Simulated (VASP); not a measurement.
# NaCl (Fm-3m) in VASP: a series of runs

NaCl is run at these levels: PBE-based screened hybrid with 30 % exact exchange, PBE-based screened hybrid with 40 % exact exchange; tasks: single point.

All numbers are computed with VASP 6.6.1; they aren't measurements. Logs are shortened: lines on timing, memory, paths and dates and some standing lists are left out, and cuts for length are marked.

### Step 1. The cell of the first run

The structure is cubic, space group Fm-3m (No. 225). The conventional cell has a = 5.588 Å, b = 5.588 Å, c = 5.588 Å, α = 90.00°, β = 90.00°, γ = 90.00°. Cl (site symmetry m-3m) has 6 Na at 2.79 Å within 3.7 Å. Na (site symmetry m-3m) has 6 Cl at 2.79 Å within 3.7 Å.

### Step 2. Single point, PBE-based screened hybrid with 30 % exact exchange

Input file POSCAR:

```
NaCl
1.0
    0.0000000000      2.7940632177      2.7940632177
    2.7940632177      0.0000000000      2.7940632177
    2.7940632177      2.7940632177      0.0000000000
Cl Na
1 1
Direct
    0.5000000000      0.5000000000      0.5000000000
    0.0000000000      0.0000000000      0.0000000000
```

Input file INCAR.step1:

```
SYSTEM = NaCl
ALGO = Normal
EDIFF = 1E-5
ENCUT = 520
GGA = PE
ISIF = 2
ISMEAR = -1
LASPH = .TRUE.
LCHARG = .FALSE.
LREAL = .FALSE.
LWAVE = .TRUE.
NBANDS = 14
NELM = 80
PREC = Accurate
SIGMA = 0.05
```

Input file INCAR.step2:

```
SYSTEM = NaCl
AEXX = 0.3
ALGO = Normal
EDIFF = 1E-6
ENCUT = 520
GGA = PE
HFSCREEN = 0.2
ISIF = 2
ISMEAR = -1
ISTART = 1
LASPH = .TRUE.
LCHARG = .FALSE.
LHFCALC = .TRUE.
LREAL = .FALSE.
LWAVE = .FALSE.
NBANDS = 14
NELM = 80
PREC = Accurate
PRECFOCK = Normal
SIGMA = 0.05
```

Input file KPOINTS:

```
k-points
0
G
  4 4 4
  0 0 0
```

Potentials or basis: VASP PAW PBE potentials, release 64 (Cl, Na_pv).

On the command line:

```
cat potpaw_PBE.64/Cl/POTCAR potpaw_PBE.64/Na_pv/POTCAR > POTCAR
cp INCAR.step1 INCAR
mpirun -np 1 vasp_std > vasp.out
cp INCAR.step2 INCAR
mpirun -np 1 vasp_std > vasp.out
```

OUTCAR:

```text
SYSTEM = NaCl
   AEXX = 0.3
   EDIFF = 1E-6
   ENCUT = 520
   GGA = PE
   HFSCREEN = 0.2
   ISIF = 2
   ISMEAR = -1
   ISTART = 1
   LASPH = .TRUE.
   LHFCALC = .TRUE.
   LREAL = .FALSE.
   NELM = 80
   PREC = Accurate
   PRECFOCK = Normal

 ion  position               nearest neighbor table
   1  0.500  0.500  0.500-
   2  0.000  0.000  0.000-

  LATTYP: Found a face centered cubic cell.
 ALAT       =     5.5881264354

  Lattice vectors:

 A1 = (   0.0000000000,   2.7940632177,   2.7940632177)
 A2 = (   2.7940632177,   0.0000000000,   2.7940632177)
 A3 = (   2.7940632177,   2.7940632177,   0.0000000000)

Analysis of symmetry for initial positions (statically):
=====================================================================
 Subroutine PRICEL returns:
 Original cell was already a primitive cell.

 Routine SETGRP: Setting up the symmetry group for a
 face centered cubic supercell.

 Subroutine GETGRP returns: Found 48 space group operations
 (whereof 48 operations were pure point group operations)
 out of a pool of 48 trial point group operations.

The static configuration has the point symmetry O_h .

Analysis of symmetry for dynamics (positions and initial velocities):
=====================================================================
 Subroutine PRICEL returns:
 Original cell was already a primitive cell.

 Routine SETGRP: Setting up the symmetry group for a
 face centered cubic supercell.

 Subroutine GETGRP returns: Found 48 space group operations
 (whereof 48 operations were pure point group operations)
 out of a pool of 48 trial point group operations.

The dynamic configuration has the point symmetry O_h .

 Subroutine INISYM returns: Found 48 space group operations
 (whereof 48 operations are pure point group operations),
 and found     1 'primitive' translations

----------------------------------------------------------------------------------------

                                     Primitive cell

  volume of cell :      43.6253

  direct lattice vectors                    reciprocal lattice vectors
     0.000000000  2.794063218  2.794063218    -0.178950854  0.178950854  0.178950854
     2.794063218  0.000000000  2.794063218     0.178950854 -0.178950854  0.178950854
     2.794063218  2.794063218  0.000000000     0.178950854  0.178950854 -0.178950854

  length of vectors
     3.951402097  3.951402097  3.951402097     0.309951972  0.309951972  0.309951972

  position of ions in fractional coordinates (direct lattice)
     0.500000000  0.500000000  0.500000000
     0.000000000  0.000000000  0.000000000

  ion indices of the primitive-cell ions
   primitive index   ion index
                 1           1
                 2           2

----------------------------------------------------------------------------------------

 KPOINTS: k-points

Automatic generation of k-mesh.
 Grid dimensions read from file:
 generate k-points for:    4    4    4

 Generating k-lattice:

  Cartesian coordinates                     Fractional coordinates (reciprocal lattice)
    -0.044737714  0.044737714  0.044737714     0.250000000  0.000000000  0.000000000
     0.044737714 -0.044737714  0.044737714     0.000000000  0.250000000  0.000000000
     0.044737714  0.044737714 -0.044737714     0.000000000  0.000000000  0.250000000

  Length of vectors
     0.077487993  0.077487993  0.077487993

  Shift w.r.t. Gamma in fractional coordinates (k-lattice)
     0.000000000  0.000000000  0.000000000

 Subroutine IBZKPT returns following result:
 ===========================================

 Found      8 irreducible k-points:

 Following reciprocal coordinates:
            Coordinates               Weight
  0.000000  0.000000  0.000000      1.000000
  0.250000  0.000000  0.000000      8.000000
  0.500000  0.000000  0.000000      4.000000
  0.250000  0.250000  0.000000      6.000000
  0.500000  0.250000  0.000000     24.000000
 -0.250000  0.250000  0.000000     12.000000
  0.500000  0.500000  0.000000      3.000000
 -0.250000  0.500000  0.250000      6.000000
   k-points           NKPTS =      8   k-points in BZ     NKDIM =     64   number of bands    NBANDS=     14
   number of dos      NEDOS =    301   number of ions     NIONS =      2
   total plane-waves  NPLWV =  27000
   dimension x,y,z NGX =    30 NGY =   30 NGZ =   30
   dimension x,y,z NGXF=    60 NGYF=   60 NGZF=   60
   ions per type =               1   1
   NGX,Y,Z   is equivalent  to a cutoff of  12.62, 12.62, 12.62 a.u.
   NGXF,Y,Z  is equivalent  to a cutoff of  25.24, 25.24, 25.24 a.u.
 SYSTEM =  NaCl
   PREC   = accura    normal or accurate (medium, high low for compatibility)
   ISTART =      1    job   : 0-new  1-cont  2-samecut
   ICHARG =      0    charge: 1-file 2-atom 10-const
   ISPIN  =      1    spin polarized calculation?
   LNONCOLLINEAR =      F non collinear calculations
   LSORBIT =      F    spin-orbit coupling
   LASPH  =      T    aspherical Exc in radial PAW
   ENCUT  =  520.0 eV  38.22 Ry    6.18 a.u.   7.35  7.35  7.35*2*pi/ulx,y,z
   NELM   =     80;   NELMIN=  2; NELMDL=  0     # of ELM steps
   EDIFF  = 0.1E-05   stopping-criterion for ELM
   LREAL  =      F    real-space projection
   EDIFFG = 0.1E-04   stopping-criterion for IOM
   NSW    =      0    number of steps for IOM
   IBRION =     -1    ionic relax: 0-MD 1-quasi-New 2-CG
   NFREE  =      0    steps in history (QN), initial steepest desc. (CG)
   ISIF   =      2    stress and relaxation
   ISYM   =      3    0-nonsym 1-usesym 2-fastsym
   POTIM  = 0.5000    time-step for ionic-motion
   TEBEG  =    0.0;   TEEND  =   0.0 temperature during run
   PSTRESS=    0.0 pullay stress
   NELECT =      14.0000    total number of electrons
   NUPDOWN=      -1.0000    fix difference up-down
   EMIN   =  10.00;   EMAX   =-10.00  energy-range for DOS
   EFERMI =   0.00;   METHOD = LEGACY
   ISMEAR =    -1;   SIGMA  =   0.05  broadening in eV -4-tet -1-fermi 0-gaus
   EFERMI_NEDOS =   21; number of points for ismear=-14 and -15
   IALGO  =     38    algorithm
   IMIX   =      1    mixing-type and parameters
     AMIX     =   0.40;   BMIX     =  1.00
     AMIX_MAG =   1.60;   BMIX_MAG =  1.00
  volume/ion in A,a.u.               =      21.81       147.20
  Fermi-wavevector in a.u.,A,eV,Ry     =   1.120825  2.118053 17.092312  1.256249
  Thomas-Fermi vector in A             =   2.257475
   LORBIT       =      0    0 simple, 1 ext, 2 COOP (PROOUT), +10 PAW based schemes
   GGA     = PE    functional components
   LHFCALC =     T    Hartree Fock is set to
   PRECFOCK=normal    Normal, Fast or Accurate (Low or Medium for compatibility)
   ENCUT4O =  -1.0   cutoff for four orbital integrals eV
   NKREDX  =     1    reduce k-point grid by
   NKREDY  =     1    reduce k-point grid by
   NKREDZ  =     1    reduce k-point grid by
   AEXX    =    0.3000 exact exchange contribution
   HFSCREEN=    0.2000 screening length (either q_TF or 0.3 A-1)
   HFSCREENC=   0.2000 screening length for correlation (either q_TF or 0.3 A-1)
   ENCUTFOCK=  -1.0 apply spherical cutoff to Coloumb kernel
   IVDW    =     0    specifies the selected vdW correction
   LEPSILON=     F    determine dielectric tensor
   LRPA    =     F    only Hartree local field effects (RPA)
 non-spin polarized calculation
  energy-cutoff  :      520.00
  volume of cell :       43.63
 maximum number of plane-waves:      1211
 NGX is ok and might be reduce to    30
  NGX = 24; NGY = 24; NGZ = 24

 number of electron      14.0000007 magnetization

 Free energy of the ion-electron system (eV)
  ---------------------------------------------------
  ext. energy  EPLUGINS =         0.00000000
  ---------------------------------------------------
  free energy    TOTEN  =        -8.11867185 eV

  energy without entropy =       -8.11867185  energy(sigma->0) =       -8.11867185

 E-fermi :  -0.7276     XC(G=0):  -6.6001

 val. band max:       -1.7828895099   @ k =   0.0000   0.0000   0.0000
 cond. band min:       5.1166534933   @ k =   0.0000   0.0000   0.0000
 fundamental gap:      6.8995430032
 Fermi energy:        -0.7276420275

 k-point     1 :       0.0000    0.0000    0.0000
  band No.  band energies     occupation
      1     -25.0270      2.00000
      2     -25.0270      2.00000
      3     -25.0270      2.00000
      4     -15.9406      2.00000
      5      -1.7829      2.00000
      6      -1.7829      2.00000
      7      -1.7829      2.00000
      8       5.1167      0.00000
      9      11.2036      0.00000
     10      11.2036      0.00000
     11      11.2036      0.00000
     12      13.6020      0.00000
     13      13.6020      0.00000
     14      14.9107      0.00000

 k-point     2 :       0.2500    0.0000    0.0000
  band No.  band energies     occupation
      1     -25.0426      2.00000
      2     -25.0278      2.00000
      3     -25.0278      2.00000
      4     -15.7472      2.00000
      5      -2.9884      2.00000
      6      -1.9393      2.00000
      7      -1.9393      2.00000
      8       6.6319      0.00000
      9      10.0883      0.00000
     10      11.5498      0.00000
     11      11.5498      0.00000
     12      13.5390      0.00000
     13      13.5390      0.00000
     14      16.0393      0.00000

 k-point     3 :       0.5000    0.0000    0.0000
  band No.  band energies     occupation
      1     -25.0579      2.00000
      2     -25.0286      2.00000
      3     -25.0286      2.00000
      4     -15.5413      2.00000
      5      -3.9402      2.00000
      6      -2.0873      2.00000
      7      -2.0872      2.00000
      8       7.1991      0.00000
      9      11.0555      0.00000
     10      11.1285      0.00000
     11      11.1285      0.00000
     12      15.3218      0.00000
     13      16.7287      0.00000
     14      16.7287      0.00000

 k-point     4 :       0.2500    0.2500    0.0000
  band No.  band energies     occupation
      1     -25.0396      2.00000
      2     -25.0312      2.00000
      3     -25.0312      2.00000
      4     -15.6997      2.00000
      5      -2.9550      2.00000
      6      -2.1448      2.00000
      7      -2.1448      2.00000
      8       7.2022      0.00000
      9       9.0292      0.00000
     10      11.0568      0.00000
     11      12.7116      0.00000
     12      12.7116      0.00000
     13      14.4885      0.00000
     14      19.3651      0.00000

 k-point     5 :       0.5000    0.2500    0.0000
  band No.  band energies     occupation
      1     -25.0494      2.00000
      2     -25.0355      2.00000
      3     -25.0320      2.00000
      4     -15.5122      2.00000
      5      -3.5469      2.00000
      6      -2.6472      2.00000
      7      -2.2835      2.00000
      8       8.1910      0.00000
      9       9.4150      0.00000
     10      10.2938      0.00000
     11      12.5103      0.00000
     12      14.4953      0.00000
     13      16.8107      0.00000
     14      17.7276      0.00000

 k-point     6 :      -0.2500    0.2500    0.0000
  band No.  band energies     occupation
      1     -25.0482      2.00000
      2     -25.0364      2.00000
      3     -25.0286      2.00000
      4     -15.5626      2.00000
      5      -3.4010      2.00000
      6      -2.6768      2.00000
      7      -2.0885      2.00000
      8       8.3191      0.00000
      9       9.7299      0.00000
     10      10.1926      0.00000
     11      12.1052      0.00000
     12      13.4437      0.00000
     13      16.2508      0.00000
     14      17.2671      0.00000

 k-point     7 :       0.5000    0.5000    0.0000
  band No.  band energies     occupation
      1     -25.0479      2.00000
      2     -25.0354      2.00000
      3     -25.0354      2.00000
      4     -15.4810      2.00000
      5      -3.6678      2.00000
      6      -2.4661      2.00000
      7      -2.4661      2.00000
      8       7.6171      0.00000
      9       7.9058      0.00000
     10      11.6679      0.00000
     11      15.3364      0.00000
     12      15.3364      0.00000
     13      15.8106      0.00000
     14      17.6411      0.00000

 k-point     8 :      -0.2500    0.5000    0.2500
  band No.  band energies     occupation
      1     -25.0416      2.00000
      2     -25.0416      2.00000
      3     -25.0374      2.00000
      4     -15.4617      2.00000
      5      -3.1284      2.00000
      6      -3.1284      2.00000
      7      -2.6259      2.00000
      8       9.0186      0.00000
      9       9.7585      0.00000
     10       9.7585      0.00000
     11      11.6420      0.00000
     12      16.2493      0.00000
     13      16.2494      0.00000
     14      16.9399      0.00000

------------------------ aborting loop because EDIFF is reached ----------------------------------------

  FORCE on cell =-STRESS in cart. coord.  units (eV):
  Direction    XX          YY          ZZ          XY          YZ          ZX
  --------------------------------------------------------------------------------------
  -------------------------------------------------------------------------------------
  Total        0.2410679      0.2410679      0.2410679     -0.0000000     -0.0000000      0.0000000
  in kB        8.8534262      8.8534262      8.8534262     -0.0000000     -0.0000000      0.0000000
  external PRESSURE =       8.8534262 kB  Pullay stress =       0.0000000 kB

 VOLUME and BASIS-vectors are now :
 -----------------------------------------------------------------------------
  energy-cutoff  :      520.00
  volume of cell :       43.63
      direct lattice vectors                 reciprocal lattice vectors
     0.000000000  2.794063218  2.794063218    -0.178950854  0.178950854  0.178950854
     2.794063218  0.000000000  2.794063218     0.178950854 -0.178950854  0.178950854
     2.794063218  2.794063218  0.000000000     0.178950854  0.178950854 -0.178950854

 POSITION                                       TOTAL-FORCE (eV/Angst)
 -----------------------------------------------------------------------------------
      2.79406      2.79406      2.79406         0.000000     -0.000000      0.000000
      0.00000      0.00000      0.00000        -0.000000      0.000000     -0.000000
 -----------------------------------------------------------------------------------
    total drift:                               -0.000001     -0.000001     -0.000001

  FREE ENERGIE OF THE ION-ELECTRON SYSTEM (eV)
  ---------------------------------------------------
  free  energy   TOTEN  =        -8.1186718512 eV

  energy  without entropy=       -8.1186718511  energy(sigma->0) =       -8.11867185
```

Wall time 1.7 min (1 thread of Intel Xeon Platinum 8375C at 2.90GHz (Ice Lake), shared host); peak memory 0.26 GiB.

What came out:

* Free energy: -8.1187 eV
* Pressure: 0.9 GPa
* Band gap on the k mesh: 6.90 eV

Levels at points of the mesh, in eV from the valence-band top:
```
           k point  band 3  band 4  band 5  band 6  band 7  band 8  band 9  band 10  band 11  band 12
(0.00, 0.00, 0.00)  -23.24  -14.16    0.00    0.00    0.00    6.90   12.99    12.99    12.99    15.38
(0.50, 0.00, 0.00)  -23.25  -13.76   -2.16   -0.30   -0.30    8.98   12.84    12.91    12.91    17.10
(0.50, 0.50, 0.00)  -23.25  -13.70   -1.88   -0.68   -0.68    9.40    9.69    13.45    17.12    17.12
```

Caveat: the k points lie up to 0.49 Å⁻¹ apart; the PAW data sets were made with another functional, which shifts forces and pressure a little.

### Step 3. Single point, PBE-based screened hybrid with 40 % exact exchange

POSCAR is that of step 2.

Edit INCAR.step1 of step 2 so:

```diff
@@ -8,3 +8,2 @@
 LASPH = .TRUE.
-LCHARG = .FALSE.
 LREAL = .FALSE.
@@ -12,3 +11,3 @@
 NBANDS = 14
-NELM = 80
+NELM = 100
 PREC = Accurate
```

Input file INCAR.step2:

```
SYSTEM = NaCl
AEXX = 0.4
ALGO = Normal
EDIFF = 1E-7
ENCUT = 520
GGA = PE
HFSCREEN = 0.2
ISIF = 2
ISMEAR = -1
ISTART = 1
LASPH = .TRUE.
LCHARG = .TRUE.
LELF = .TRUE.
LHFCALC = .TRUE.
LREAL = .FALSE.
LVHAR = .TRUE.
LWAVE = .FALSE.
NBANDS = 14
NELM = 100
PREC = Accurate
PRECFOCK = Normal
SIGMA = 0.05
```

KPOINTS is that of step 2.

Potentials or basis: VASP PAW PBE potentials, release 64 (Cl, Na_pv).

On the command line:

```
cat potpaw_PBE.64/Cl/POTCAR potpaw_PBE.64/Na_pv/POTCAR > POTCAR
cp INCAR.step1 INCAR
mpirun -np 1 vasp_std > vasp.out
cp INCAR.step2 INCAR
mpirun -np 1 vasp_std > vasp.out
```

Run time: 2.9 min. Hardware: 1 thread of Intel Xeon Platinum 8375C at 2.90GHz (Ice Lake), shared host; peak memory 0.26 GiB.

It converged, with:

| Item | Value |
| --- | --- |
| Free energy | -8.5830 eV |
| Pressure | 0.7 GPa |
| Band gap on the k mesh | 7.47 eV |

Levels at points of the mesh, in eV from the valence-band top:
```
           k point  band 5  band 6  band 7  band 8  band 9  band 10
(0.00, 0.00, 0.00)    0.00    0.00    0.00    7.47   13.60    13.60
(0.50, 0.00, 0.00)   -2.20   -0.31   -0.31    9.54   13.50    13.54
(0.50, 0.50, 0.00)   -1.93   -0.70   -0.70   10.00   10.24    14.10
```

Caveat: the k points lie up to 0.49 Å⁻¹ apart; the PAW data sets were made with another functional, which shifts forces and pressure a little.
